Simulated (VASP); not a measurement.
Here is a VASP 6.6.1 calculation.

INCAR

```
SYSTEM = Cd
ALGO = Normal ; EDIFF = 1E-6
ENCUT = 500 ; GGA = PE
GGA_COMPAT = .FALSE. ; ISIF = 2
ISMEAR = -1 ; LASPH = .TRUE.
LCHARG = .TRUE. ; LELF = .TRUE.
LREAL = .FALSE. ; LVHAR = .TRUE.
LWAVE = .FALSE. ; NBANDS = 12
NELM = 120 ; PREC = Accurate
SIGMA = 0.1
```

Contents of KPOINTS:

```
k-points
0
G
  16 16 16
  0 0 0
```

The input POSCAR:

```
Cd
1.0
   -1.7060344035      1.7060344035      1.7060344035
    1.7060344035     -1.7060344035      1.7060344035
    1.7060344035      1.7060344035     -1.7060344035
Cd
1
Direct
    0.0000000000      0.0000000000      0.0000000000
```

Potentials or basis: VASP PAW PBE potentials, release 64 (Cd).

Launch:

```console
$ cat potpaw_PBE.64/Cd/POTCAR > POTCAR
$ mpirun -np 1 vasp_std > vasp.out
```

(1) Estimate the band gap on the k mesh.

(2) Predict the pressure.

Results:

(1) zero (bands 6 and 7 overlap by 4.25 eV).

(2) 10.4 GPa.

Caveat: the cell stands under pressure.
